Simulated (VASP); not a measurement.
Input of a VASP 6.6.1 run:

File POSCAR:

```
SnO
1.0
    3.7546621811      0.0000000000      0.0000000000
    0.0000000000      3.7546621811      0.0000000000
    0.0000000000      0.0000000000      4.7821791640
Sn O
2 2
Direct
    0.0000000000      0.5000000000      0.2425790113
    0.5000000000      0.0000000000      0.7574209887
    0.5000000000      0.5000000000      0.0000000000
    0.0000000000      0.0000000000      0.0000000000
```

File INCAR.step1:

```
SYSTEM = SnO
PREC = Accurate
ENCUT = 520
ISMEAR = -1
SIGMA = 0.02
LREAL = .FALSE.
LASPH = .TRUE.
NELM = 150
MAGMOM = 0 0 0 0 0 0 0 0 0 0 0 0
LSORBIT = .TRUE.
GGA_COMPAT = .FALSE.
NBANDS = 54
GGA = PE
ALGO = Normal
EDIFF = 1E-4
LWAVE = .TRUE.
LCHARG = .FALSE.
```

INCAR.step2

```
SYSTEM = SnO
PREC = Accurate
ENCUT = 520
EDIFF = 1E-6
ISMEAR = -1
SIGMA = 0.02
LREAL = .FALSE.
LASPH = .TRUE.
NELM = 150
ALGO = Normal
ISIF = 2
LWAVE = .FALSE.
LCHARG = .FALSE.
MAGMOM = 0 0 0 0 0 0 0 0 0 0 0 0
LORBIT = 11
LSORBIT = .TRUE.
GGA_COMPAT = .FALSE.
LORBMOM = .TRUE.
METAGGA = R2SCAN
LMIXTAU = .TRUE.
NBANDS = 54
ISTART = 1
```

File KPOINTS:

```
regular mesh
0
G
  6 6 6
  0 0 0
```

Potentials or basis: VASP PAW PBE potentials, release 64 (Sn_d, O).

The run is started by

```bash
$ cat potpaw_PBE.64/Sn_d/POTCAR potpaw_PBE.64/O/POTCAR > POTCAR
$ cp INCAR.step1 INCAR
$ mpirun -np 1 vasp_ncl > vasp.out
$ cp INCAR.step2 INCAR
$ mpirun -np 1 vasp_ncl > vasp.out
```

Problem. What does it give for the pressure?

Solution. 3.1 GPa.

Problem. Estimate the largest force.

Solution. 0.127 eV/Å.

Problem. Estimate the net moment.

Solution. 0.00 μB per cell.

Moments on the atoms (μB; x, y, z):
```
Sn  0.00 0.00 0.00
Sn  0.00 0.00 0.00
O   0.00 0.00 0.00
O   0.00 0.00 0.00
```

Caveat: the cell differs from its parent crystal (epitaxial xy strain -1.0%); the cell stands under pressure; the PAW data sets were made with another functional, which shifts forces and pressure a little.
